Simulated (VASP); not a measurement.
Set up this calculation in VASP 6.6.1, as the native input.

* Task: relaxation of cell and atoms
* Functional: PBE
* Potentials or basis: VASP PAW PBE potentials, release 64 (Sn_d)
* Cutoff: 600 eV
* k mesh: 16 × 16 × 16
* Occupations: fermi-dirac, width 0.1 eV
* Spin: no spin polarisation
* Dipole correction: no
* Further INCAR settings: ALGO = Normal; EDIFF = 1e-07; IBRION = 2; EDIFFG = -0.005; NSW = 60; ISIF = 3

The structure of Sn lies in POSCAR:

```
Sn
1.0
   -1.9129311828      1.9129311828      1.9129311828
    1.9129311828     -1.9129311828      1.9129311828
    1.9129311828      1.9129311828     -1.9129311828
Sn
1
Direct
    0.0000000000      0.0000000000      0.0000000000
```

One way to write it, as run:

INCAR

```
SYSTEM = Sn
PREC = Accurate ; ENCUT = 600
EDIFF = 1E-7 ; ISMEAR = -1
SIGMA = 0.1 ; LREAL = .False.
LASPH = .True. ; NELM = 80
ALGO = Normal ; ISIF = 3
LWAVE = .False. ; LCHARG = .False.
GGA = PE ; IBRION = 2
NSW = 60 ; EDIFFG = -0.005
```

KPOINTS

```
regular mesh
0
Gamma
  16 16 16
  0 0 0
```

Potentials or basis: VASP PAW PBE potentials, release 64 (Sn_d).

The run is started by

```bash
$ cat potpaw_PBE.64/Sn_d/POTCAR > POTCAR
$ mpirun -np 1 vasp_std > vasp.out
```

It gave:

```
Relaxed volume                         : 27.73 Å³/atom
Relaxed cell                           : a = 3.303 Å, b = 3.303 Å, c = 3.303 Å, α = 109.47°, β = 109.47°, γ = 109.47°
Space group after relaxing (to 0.05 Å) : Im-3m (No. 229)
Energy gained by relaxing              : 0.4 meV/atom
Ionic steps                            : 3
Pressure after relaxing                : 0.0 GPa
Band gap on the k mesh                 : zero (band 7 reaches 15.63 eV, above the bottom of band 8 at 5.53 eV)
```

Caveat: spin-orbit coupling is left out, which moves the levels of the heavy elements.

It took 99 s on 1 thread of Intel(R) Xeon(R) Platinum 8488C (Sapphire Rapids) (shared host), peak memory 0.2 GiB.
